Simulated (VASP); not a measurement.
Input of a VASP 6.6.1 run:

The input INCAR:

```
PREC = Accurate
ENCUT = 520
EDIFF = 1E-6
ISMEAR = -1
SIGMA = 0.05
LREAL = False
LASPH = True
NELM = 60
ALGO = Normal
ISIF = 2
LWAVE = False
LCHARG = False
GGA = PE
IVDW = 13
NBANDS = 13
```

The input KPOINTS:

```
regular mesh
0
Gamma
  17 17 9
```

Contents of POSCAR:

```
S
1.0
    3.1328563033      0.0000000000      0.0000000000
   -1.5664281516      2.7131331450      0.0000000000
    0.0000000000      0.0000000000      3.4384087636
S
2
Direct
    0.3333333333      0.6666666667      0.2500000000
    0.6666666667      0.3333333333      0.7500000000
```

Potentials or basis: VASP PAW PBE potentials, release 64 (S).

Run with:

```sh
$ cat potpaw_PBE.64/S/POTCAR > POTCAR
$ mpirun -np 1 vasp_std > vasp.out
```

**Question.** What does it give for the pressure?

**Answer.** 9.8 GPa.

**Question.** Predict the band gap on the k mesh.

**Answer.** Zero (band 6 reaches 10.21 eV, above the bottom of band 7 at 7.82 eV).

**Question.** What does it give for the dispersion energy per atom?

**Answer.** -0.436 eV.

Caveat: pairwise dispersion overbinds metals, which lowers pressure and volume.
